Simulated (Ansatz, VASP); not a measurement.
# Ir in VASP and in Ansatz

```
CELL_PARAMETERS angstrom
0.00000 2.18220 1.52187
2.18220 0.00000 1.52187
2.18220 2.18220 0.00000
ATOMIC_POSITIONS crystal
Ir 0.00000 0.00000 0.00000
```

Alike in both runs: task single point; functional PBE; k mesh 22 × 22 × 22; occupations gaussian, width 0.15 eV; no spin polarisation.

```csv
,VASP,Ansatz
version,VASP 6.6.1,Ansatz 0.2.0
potentials or method,"VASP PAW PBE potentials, release 64 (Ir), cutoff 520 eV","scalar-relativistic, plane waves, PAW"
valence electrons in the cell,9,17
```

VASP gave:

| Property | Result |
| --- | --- |
| gap on the k mesh at the Fermi level (eV) | none |
| pressure (GPa) | 13.2 |
| traceless stress, the component that is largest in VASP (GPa) | -5.94 |

Problem. Which values does Ansatz return?

Solution. gap on the k mesh at the Fermi level (eV): none; pressure (GPa): 12.5; traceless stress, the component that is largest in VASP (GPa): -6.12.

A gap of «none» marks a metal or a gap that the smearing closes. VASP's potentials hold 9 valence electrons a cell and Ansatz's 17, so a difference there can come from the potentials and not from the codes.

Spin-orbit coupling is off throughout.
